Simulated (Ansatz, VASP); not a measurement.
Ti: VASP beside Ansatz

Contents of INCAR:

```
SYSTEM = Ti
ALGO = Normal ; EDIFF = 1E-8
ENCUT = 520 ; GGA = PE
ISIF = 2 ; ISMEAR = -1
LASPH = .True. ; LCHARG = .False.
LEFG = .True. ; LREAL = .False.
LWAVE = .False. ; NBANDS = 12
NELM = 60 ; PREC = Accurate
SIGMA = 0.05
```

Contents of KPOINTS:

```
k-points
0
Gamma
  14 14 14
  0 0 0
```

The input POSCAR:

```
Ti
1.0
   -1.6410000000      1.6410000000      1.6574100000
    1.6410000000     -1.6410000000      1.6574100000
    1.6410000000      1.6410000000     -1.6574100000
Ti
1
Direct
    0.0000000000      0.0000000000      0.0000000000
```

Input for Ansatz:

```yaml
crystal:
  lattice:
    - [-1.641, 1.641, 1.65741]
    - [1.641, -1.641, 1.65741]
    - [1.641, 1.641, -1.65741]
  atoms:
    - { symbol: Ti, position: [0.0, 0.0, 0.0] }
kpoints:
  mp_grid: { grid: [14, 14, 14] }
scf:
  occupations: { method: fermi_dirac, width: 0.05 }
hamiltonian:
  xc: pbe
  pseudopotentials: { kind: all_electron, datasets: crystal }
output:
  forces: true
  stress: true
  eigenvalues: true
  efg: { contact_densities: true }
```

Change from the starting cell: zz strain of +1 %, crystal datasets.

Alike in both runs: task electric field gradients; functional PBE; k mesh 14 × 14 × 14; occupations fermi-dirac, width 0.05 eV; no spin polarisation.

|  | VASP | Ansatz |
| --- | --- | --- |
| version | VASP 6.6.1 | Ansatz 0.2.0 |
| potentials or method | VASP PAW PBE potentials, release 64 (Ti_sv), cutoff 520 eV | all-electron PAW with datasets made for the crystal, scalar-relativistic |

```tsv
	VASP	Ansatz	Ansatz less VASP
pressure (GPa)	-3.6	-3.4	+0.20
traceless stress, the component that is largest in VASP (GPa)	0.18	0.18	+0.001
```

Ansatz ran all-electron here, and VASP with PAW potentials.
